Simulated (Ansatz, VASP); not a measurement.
## B2Se3: VASP beside Ansatz

```
B Se
1.0
     3.55723    0.00000    0.00000
    -1.77861    3.08065    0.00000
     0.00000    0.00000    8.46393
B Se
2 3
Direct
  0.33333 0.66667 0.58849
  0.66667 0.33333 0.41151
  0.00000 0.00000 0.00000
  0.33333 0.66667 0.33751
  0.66667 0.33333 0.66249
```

Change from the starting cell: species swapped into the Al3Cu2 type (P-3m1, No. 164).

Alike in both runs: functional PBE; k mesh 12 × 12 × 6; occupations gaussian, width 0.1 eV; no spin polarisation.

Ansatz relaxed the structure, and its values are those at the end. VASP's run is a single point on that final structure, the one shown.

|  | VASP | Ansatz |
| --- | --- | --- |
| version | VASP 6.6.1 | Ansatz 0.2.0 |
| potentials or method | VASP PAW PBE potentials, release 64 (B, Se), cutoff 520 eV | scalar-relativistic, plane waves, PAW |
| valence electrons in the cell | 24 | 54 |

Ansatz gave:

* gap on the k mesh at the Fermi level (eV): none
* pressure (GPa): 0.0
* rms of the force components (eV/Å): 0.001

Q: Estimate VASP's values.

A: gap on the k mesh at the Fermi level (eV): none; pressure (GPa): 0.1; rms of the force components (eV/Å): 0.011.

A gap of «none» marks a metal or a gap that the smearing closes. VASP's potentials hold 24 valence electrons a cell and Ansatz's 54, so a difference there can come from the potentials and not from the codes.
